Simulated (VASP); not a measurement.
# Zn in VASP: a series of runs, part 2 of 2

VASP 6.6.1. The steps go on from the part before.

## Step 3: Single point, LDA (normal strain along x -0.0133, normal strain along z +0.0267)

Contents of INCAR:

```
SYSTEM = Zn
  PREC = Accurate
  ENCUT = 520
  EDIFF = 1E-7
  ISMEAR = 0
  SIGMA = 0.15
  LREAL = .FALSE.
  LASPH = .TRUE.
  NELM = 60
  ALGO = Fast
  ISIF = 2
  LWAVE = .FALSE.
  LCHARG = .FALSE.
  GGA = CA
  NBANDS = 12
```

Contents of KPOINTS:

```
regular mesh
0
G
  20 20 20
  0 0 0
```

Contents of POSCAR:

```
Zn
1.0
   -1.4856136926      1.5056386871      1.5458392400
    1.4856136926     -1.5056386871      1.5458392400
    1.4856136926      1.5056386871     -1.5458392400
Zn
1
Direct
    0.0000000000      0.0000000000      0.0000000000
```

Potentials or basis: VASP PAW LDA potentials, release 64 (Zn).

Run with:

```console
> cat potpaw_LDA.64/Zn/POTCAR > POTCAR
> mpirun -np 1 vasp_std > vasp.out
```

OUTCAR:

```text
SYSTEM = Zn
   PREC = Accurate
   ENCUT = 520
   EDIFF = 1E-7
   ISMEAR = 0
   LREAL = .FALSE.
   LASPH = .TRUE.
   NELM = 60
   ISIF = 2
   GGA = CA

 ion  position               nearest neighbor table
   1  0.000  0.000  0.000-

  LATTYP: Found a body centered orthorhombic cell.
 ALAT       =     2.9712273852
 B/A-ratio  =     1.0134792743
 C/A-ratio  =     1.0405391709

  Lattice vectors:

 A1 = (  -1.4856136926,   1.5056386871,   1.5458392400)
 A2 = (   1.4856136926,  -1.5056386871,   1.5458392400)
 A3 = (   1.4856136926,   1.5056386871,  -1.5458392400)

Analysis of symmetry for initial positions (statically):
=====================================================================
 Subroutine PRICEL returns:
 Original cell was already a primitive cell.

 Routine SETGRP: Setting up the symmetry group for a
 body centered orthorhombic supercell.

 Subroutine GETGRP returns: Found  8 space group operations
 (whereof  8 operations were pure point group operations)
 out of a pool of  8 trial point group operations.

The static configuration has the point symmetry D_2h.

Analysis of symmetry for dynamics (positions and initial velocities):
=====================================================================
 Subroutine PRICEL returns:
 Original cell was already a primitive cell.

 Routine SETGRP: Setting up the symmetry group for a
 body centered orthorhombic supercell.

 Subroutine GETGRP returns: Found  8 space group operations
 (whereof  8 operations were pure point group operations)
 out of a pool of  8 trial point group operations.

The dynamic configuration has the point symmetry D_2h.

 Subroutine INISYM returns: Found  8 space group operations
 (whereof  8 operations are pure point group operations),
 and found     1 'primitive' translations

----------------------------------------------------------------------------------------

                                     Primitive cell

  volume of cell :      13.8309

  direct lattice vectors                    reciprocal lattice vectors
    -1.485613693  1.505638687  1.545839240     0.000000000  0.332084984  0.323448899
     1.485613693 -1.505638687  1.545839240     0.336561249  0.000000000  0.323448899
     1.485613693  1.505638687 -1.545839240     0.336561249  0.332084984  0.000000000

  length of vectors
     2.619850159  2.619850159  2.619850159     0.463572677  0.466789743  0.472814881

  position of ions in fractional coordinates (direct lattice)
     0.000000000  0.000000000  0.000000000

  ion indices of the primitive-cell ions
   primitive index   ion index
                 1           1

----------------------------------------------------------------------------------------

 KPOINTS: regular mesh

Automatic generation of k-mesh.
 Grid dimensions read from file:
 generate k-points for:   20   20   20

 Generating k-lattice:

  Cartesian coordinates                     Fractional coordinates (reciprocal lattice)
     0.000000000  0.016604249  0.016172445     0.050000000  0.000000000  0.000000000
     0.016828062  0.000000000  0.016172445    -0.000000000  0.050000000  0.000000000
     0.016828062  0.016604249  0.000000000    -0.000000000  0.000000000  0.050000000

  Length of vectors
     0.023178634  0.023339487  0.023640744

  Shift w.r.t. Gamma in fractional coordinates (k-lattice)
     0.000000000  0.000000000  0.000000000

 Subroutine IBZKPT returns following result:
 ===========================================

 Found   1166 irreducible k-points:

 Following reciprocal coordinates:
            Coordinates               Weight
  0.000000  0.000000  0.000000      1.000000
  0.050000  0.000000  0.000000      4.000000
  0.100000 -0.000000  0.000000      4.000000
  0.150000  0.000000  0.000000      4.000000
  0.200000 -0.000000  0.000000      4.000000
  0.250000 -0.000000  0.000000      4.000000
[... 16 lines left out ...]
 -0.450000  0.050000 -0.000000      8.000000
 -0.400000  0.050000 -0.000000      8.000000
 [... further k-points ...]
   k-points           NKPTS =   1166   k-points in BZ     NKDIM =   1166   number of bands    NBANDS=     12
   number of dos      NEDOS =    301   number of ions     NIONS =      1
   total plane-waves  NPLWV =   8000
   dimension x,y,z NGX =    20 NGY =   20 NGZ =   20
   dimension x,y,z NGXF=    40 NGYF=   40 NGZF=   40
   ions per type =               1
   NGX,Y,Z   is equivalent  to a cutoff of  12.69, 12.69, 12.69 a.u.
   NGXF,Y,Z  is equivalent  to a cutoff of  25.38, 25.38, 25.38 a.u.
 SYSTEM =  Zn
   PREC   = accura    normal or accurate (medium, high low for compatibility)
   ISTART =      0    job   : 0-new  1-cont  2-samecut
   ICHARG =      2    charge: 1-file 2-atom 10-const
   ISPIN  =      1    spin polarized calculation?
   LNONCOLLINEAR =      F non collinear calculations
   LSORBIT =      F    spin-orbit coupling
   LASPH  =      T    aspherical Exc in radial PAW
   ENCUT  =  520.0 eV  38.22 Ry    6.18 a.u.   4.87  4.87  4.87*2*pi/ulx,y,z
   NELM   =     60;   NELMIN=  2; NELMDL= -5     # of ELM steps
   EDIFF  = 0.1E-06   stopping-criterion for ELM
   LREAL  =      F    real-space projection
   EDIFFG = 0.1E-05   stopping-criterion for IOM
   NSW    =      0    number of steps for IOM
   IBRION =     -1    ionic relax: 0-MD 1-quasi-New 2-CG
   NFREE  =      0    steps in history (QN), initial steepest desc. (CG)
   ISIF   =      2    stress and relaxation
   ISYM   =      2    0-nonsym 1-usesym 2-fastsym
   POTIM  = 0.5000    time-step for ionic-motion
   TEBEG  =    0.0;   TEEND  =   0.0 temperature during run
   PSTRESS=    0.0 pullay stress
   NELECT =      12.0000    total number of electrons
   NUPDOWN=      -1.0000    fix difference up-down
   EMIN   =  10.00;   EMAX   =-10.00  energy-range for DOS
   EFERMI =   0.00;   METHOD = LEGACY
   ISMEAR =     0;   SIGMA  =   0.15  broadening in eV -4-tet -1-fermi 0-gaus
   EFERMI_NEDOS =   21; number of points for ismear=-14 and -15
   IALGO  =     68    algorithm
   IMIX   =      4    mixing-type and parameters
     AMIX     =   0.40;   BMIX     =  1.00
     AMIX_MAG =   1.60;   BMIX_MAG =  1.00
  volume/ion in A,a.u.               =      13.83        93.34
  Fermi-wavevector in a.u.,A,eV,Ry     =   1.561415  2.950646 33.171218  2.438016
  Thomas-Fermi vector in A             =   2.664483
   LORBIT       =      0    0 simple, 1 ext, 2 COOP (PROOUT), +10 PAW based schemes
   GGA     = CA    functional components
   LHFCALC =     F    Hartree Fock is set to
   AEXX    =    0.0000 exact exchange contribution
   IVDW    =     0    specifies the selected vdW correction
   LEPSILON=     F    determine dielectric tensor
   LRPA    =     F    only Hartree local field effects (RPA)
 non-spin polarized calculation
 RMM-DIIS sequential band-by-band and
 Gauss-broadening in eV      SIGMA  =   0.15
  energy-cutoff  :      520.00
  volume of cell :       13.83
 maximum number of plane-waves:       390
   NGX =  9   NGY =  9   NGZ =  9

 number of electron      11.9999987 magnetization

 Free energy of the ion-electron system (eV)
  ---------------------------------------------------
  ext. energy  EPLUGINS =         0.00000000
  ---------------------------------------------------
  free energy    TOTEN  =        -1.78098034 eV

  energy without entropy =       -1.77771336  energy(sigma->0) =       -1.77934685

 E-fermi :   3.7831     XC(G=0): -12.4145

 val. band max:        3.7799390965   @ k =  -0.4000  -0.4000   0.3000
 cond. band min:       3.7874544040   @ k =   0.4000   0.4500   0.0000
 fundamental gap:      0.0075153074
 Fermi energy:         3.7831396905

 k-point     1 :       0.0000    0.0000    0.0000
  band No.  band energies     occupation
      1      -7.5672      2.00000
      2      -4.5070      2.00000
      3      -4.4757      2.00000
      4      -4.4202      2.00000
      5      -3.8954      2.00000
      6      -3.8266      2.00000
      7      23.9565      0.00000
      8      24.1307      0.00000
      9      24.5070      0.00000
     10      25.1509      0.00000
     11      25.8981      0.00000
     12      26.0218      0.00000
[... 331 lines left out ...]
 k-point    24 :      -0.4000    0.0500   -0.0000
  band No.  band energies     occupation
      1      -5.2422      2.00000
      2      -4.7382      2.00000
      3      -3.9689      2.00000
      4      -3.8418      2.00000
      5      -3.6645      2.00000
      6      -2.1148      2.00000
      7       6.4904      0.00000
      8      16.2453      0.00000
      9      17.5941      0.00000
     10      21.5541      0.00000
     11      23.1044      0.00000
     12      28.5003      0.00000

 [... further k-points ...]
[... 5 lines left out ...]
  --------------------------------------------------------------------------------------
  -------------------------------------------------------------------------------------
  Total       -0.1044636     -0.0642980      0.0516588      0.0000000      0.0000000      0.0000000
  in kB      -12.1010920     -7.4482980      5.9841709      0.0000000      0.0000000      0.0000000
  external PRESSURE =      -4.5217397 kB  Pullay stress =       0.0000000 kB

 VOLUME and BASIS-vectors are now :
 -----------------------------------------------------------------------------
  energy-cutoff  :      520.00
  volume of cell :       13.83
      direct lattice vectors                 reciprocal lattice vectors
    -1.485613693  1.505638687  1.545839240     0.000000000  0.332084984  0.323448899
     1.485613693 -1.505638687  1.545839240     0.336561249  0.000000000  0.323448899
     1.485613693  1.505638687 -1.545839240     0.336561249  0.332084984  0.000000000

 POSITION                                       TOTAL-FORCE (eV/Angst)
 -----------------------------------------------------------------------------------
      0.00000      0.00000      0.00000         0.000000      0.000000      0.000000
 -----------------------------------------------------------------------------------
    total drift:                                0.000000     -0.000000      0.000000

  FREE ENERGIE OF THE ION-ELECTRON SYSTEM (eV)
  ---------------------------------------------------
  free  energy   TOTEN  =        -1.7809803389 eV

  energy  without entropy=       -1.7777133629  energy(sigma->0) =       -1.77934685
```

OSZICAR:

```text
N       E                     dE             d eps       ncg     rms          rms(c)
DAV:   1     0.413064745054E+02    0.41306E+02   -0.65818E+03 29272   0.163E+03
DAV:   2    -0.726693718840E+00   -0.42033E+02   -0.39511E+02 29156   0.216E+02
DAV:   3    -0.192469067292E+01   -0.11980E+01   -0.11961E+01 31912   0.362E+01
DAV:   4    -0.192723005930E+01   -0.25394E-02   -0.25393E-02 30724   0.160E+00
DAV:   5    -0.192723183572E+01   -0.17764E-05   -0.17762E-05 31448   0.415E-02    0.355E+00
RMM:   6    -0.179597929271E+01    0.13125E+00   -0.28071E-01 34378   0.712E+00    0.263E+00
RMM:   7    -0.178619498432E+01    0.97843E-02   -0.11141E-02 35703   0.162E+00    0.128E+00
RMM:   8    -0.178104022042E+01    0.51548E-02   -0.21952E-03 33726   0.378E-01    0.703E-02
RMM:   9    -0.178098651203E+01    0.53708E-04   -0.45956E-04 36589   0.331E-01    0.566E-02
RMM:  10    -0.178098052057E+01    0.59915E-05   -0.20324E-05 35982   0.474E-02    0.419E-03
RMM:  11    -0.178098033055E+01    0.19002E-06   -0.22600E-06 34813   0.144E-02    0.725E-04
RMM:  12    -0.178098033892E+01   -0.83714E-08   -0.11518E-07 24392   0.387E-03
   1 F= -.17809803E+01 E0= -.17793469E+01  d E =-.326698E-02
```

stdout:

```text
POSCAR found type information on POSCAR Zn
 POSCAR found :  1 types and       1 ions
 scaLAPACK will be used
 LDA part: xc-table for (Slater(with rela. corr.)+CA(PZ))
 , standard interpolation
 POSCAR, INCAR and KPOINTS ok, starting setup
 FFT: planning ... GRIDC
 FFT: planning ... GRID_SOFT
 FFT: planning ... GRID
 WAVECAR not read
 entering main loop
WARNING in EDDRMM: call to ZHEGV failed, returncode =   8  4     11
WARNING in EDDRMM: call to ZHEGV failed, returncode =   8  4     12
WARNING in EDDRMM: call to ZHEGV failed, returncode =   8  4     10
WARNING in EDDRMM: call to ZHEGV failed, returncode =   8  4     12
WARNING in EDDRMM: call to ZHEGV failed, returncode =   8  4     11
WARNING in EDDRMM: call to ZHEGV failed, returncode =   8  4     11
WARNING in EDDRMM: call to ZHEGV failed, returncode =   8  4     10
WARNING in EDDRMM: call to ZHEGV failed, returncode =   6  3      9
WARNING in EDDRMM: call to ZHEGV failed, returncode =   8  4     11
WARNING in EDDRMM: call to ZHEGV failed, returncode =   6  3     10
WARNING in EDDRMM: call to ZHEGV failed, returncode =   6  3      9
WARNING in EDDRMM: call to ZHEGV failed, returncode =   8  4     12
WARNING in EDDRMM: call to ZHEGV failed, returncode =   8  4     12
WARNING in EDDRMM: call to ZHEGV failed, returncode =   8  4     12
```

Run time: 2.1 min. Hardware: 1 thread of Intel Xeon 6975P-C (Granite Rapids), shared host; peak memory 0.28 GiB.

What came out:

```
Free energy            : -1.7810 eV
Pressure               : -0.5 GPa
Band gap on the k mesh : zero (band 6 reaches 7.44 eV, above the bottom of band 7 at 2.68 eV)
```

Caveat: the cell differs from its parent crystal (normal strain along x -0.0133, normal strain along z +0.0267).

## Step 4: Single point, LDA (normal strain along x -0.0267, normal strain along z +0.0400)

Contents of INCAR:

```
SYSTEM = Zn
ALGO = Fast ; EDIFF = 1E-6
ENCUT = 520 ; GGA = CA
ISIF = 2 ; ISMEAR = 0
LASPH = .True. ; LCHARG = .True.
LELF = .True. ; LREAL = .False.
LVHAR = .True. ; LWAVE = .False.
NBANDS = 12 ; NELM = 100
PREC = Accurate ; SIGMA = 0.15
```

Contents of KPOINTS:

```
k-points
0
Gamma
  20 20 20
  0 0 0
```

Contents of POSCAR:

```
Zn
1.0
   -1.4654381342      1.5056386871      1.5658642346
    1.4654381342     -1.5056386871      1.5658642346
    1.4654381342      1.5056386871     -1.5658642346
Zn
1
Direct
    0.0000000000      0.0000000000      0.0000000000
```

Run with:

```console
> cat potpaw_LDA.64/Zn/POTCAR > POTCAR
> mpirun -np 1 vasp_std > vasp.out
```

It took 1.9 min on 1 thread of Intel Xeon 6975P-C (Granite Rapids), shared host; peak memory 0.29 GiB.

The run converged. Its results:

| Item | Value |
| --- | --- |
| Free energy | -1.7842 eV |
| Pressure | -0.5 GPa |
| Band gap on the k mesh | zero (band 6 reaches 7.18 eV, above the bottom of band 7 at 2.55 eV) |

Stress tensor (GPa, compression positive):
```
-2.37  0.00  0.00
 0.00 -0.53  0.00
 0.00  0.00  1.50
```

Levels at points of the mesh, in eV from the Fermi level:
```csv
k point,band 4,band 5,band 6,band 7,band 8,band 9
"(0.00, 0.00, 0.00)",-8.18,-7.71,-7.60,19.89,20.02,20.87
"(0.50, 0.00, 0.00)",-7.62,-7.25,-3.36,-1.24,12.80,14.22
"(0.00, 0.50, 0.00)",-7.56,-7.25,-3.19,-0.94,12.12,13.47
"(0.50, 0.50, 0.00)",-7.55,-7.23,-2.96,-0.53,11.22,12.44
"(0.50, 0.50, 0.50)",-7.33,-7.32,3.13,4.37,5.30,7.59
```

Caveat: the cell differs from its parent crystal (normal strain along x -0.0267, normal strain along z +0.0400).

## Step 5: Single point, LDA (normal strain along x -0.0133, normal strain along z +0.0400)

Contents of INCAR:

```
SYSTEM = Zn
PREC = Accurate
ENCUT = 520
EDIFF = 1E-7
ISMEAR = 0
SIGMA = 0.15
LREAL = .FALSE.
LASPH = .TRUE.
NELM = 80
ALGO = Fast
ISIF = 2
LWAVE = .FALSE.
LCHARG = .FALSE.
GGA = CA
NBANDS = 12
```

Contents of KPOINTS:

```
regular mesh
0
G
  20 20 20
  0 0 0
```

Contents of POSCAR:

```
Zn
1.0
   -1.4856136926      1.5056386871      1.5658642346
    1.4856136926     -1.5056386871      1.5658642346
    1.4856136926      1.5056386871     -1.5658642346
Zn
1
Direct
    0.0000000000      0.0000000000      0.0000000000
```

Run with:

```console
> cat potpaw_LDA.64/Zn/POTCAR > POTCAR
> mpirun -np 1 vasp_std > vasp.out
```

Run time: 2 min. Hardware: 1 thread of Intel Xeon 6975P-C (Granite Rapids), shared host; peak memory 0.28 GiB.

Results (log left out):

```yaml
Free_energy: -1.7812 eV
Pressure: -1.6 GPa
Band_gap_on_the_k_mesh: zero (band 6 reaches 7.06 eV, above the bottom of band 7 at 2.51 eV)
```

Stress tensor (GPa, compression positive):
```
-2.69  0.00  0.00
 0.00 -2.05  0.00
 0.00  0.00 -0.10
```

Levels at points of the mesh, in eV from the Fermi level:
```csv
k point,band 3,band 4,band 5,band 6,band 7,band 8,band 9,band 10
"(0.00, 0.00, 0.00)",-8.21,-8.13,-7.65,-7.56,19.85,20.08,20.47,21.12
"(0.50, 0.00, 0.00)",-7.70,-7.56,-7.21,-3.23,-1.15,12.45,13.87,16.64
"(0.00, 0.50, 0.00)",-7.68,-7.53,-7.21,-3.15,-1.01,12.12,13.51,16.32
"(0.50, 0.50, 0.00)",-7.57,-7.52,-7.19,-2.91,-0.60,11.21,12.48,15.44
"(0.50, 0.50, 0.50)",-7.31,-7.29,-7.28,3.27,4.52,4.97,7.65,9.16
```

Caveat: the cell differs from its parent crystal (normal strain along x -0.0133, normal strain along z +0.0400).

## Step 6: Summary

| cell | gap on the mesh (eV) | pressure (GPa) |
| --- | --- | --- |
| a = 2.654 Å, angles 108.8, 110.9, 108.8°, 1 atom | none | -3.7 |
| a = 2.620 Å, angles 110.9, 109.8, 107.7°, 1 atom | none | -0.5 |
| a = 2.620 Å, angles 112.0, 109.9, 106.6°, 1 atom | none | -0.5 |
| a = 2.632 Å, angles 111.3, 110.2, 107.0°, 1 atom | none | -1.6 |

Alike in all rows: task single point; level LDA; potentials or basis VASP PAW LDA potentials, release 64 (Zn); no spin polarisation; k mesh 20 × 20 × 20; cutoff (eV) 520; smearing gaussian 0.15 eV.

Total energies depend on the potentials used, so only differences within one code and one set of settings carry meaning.
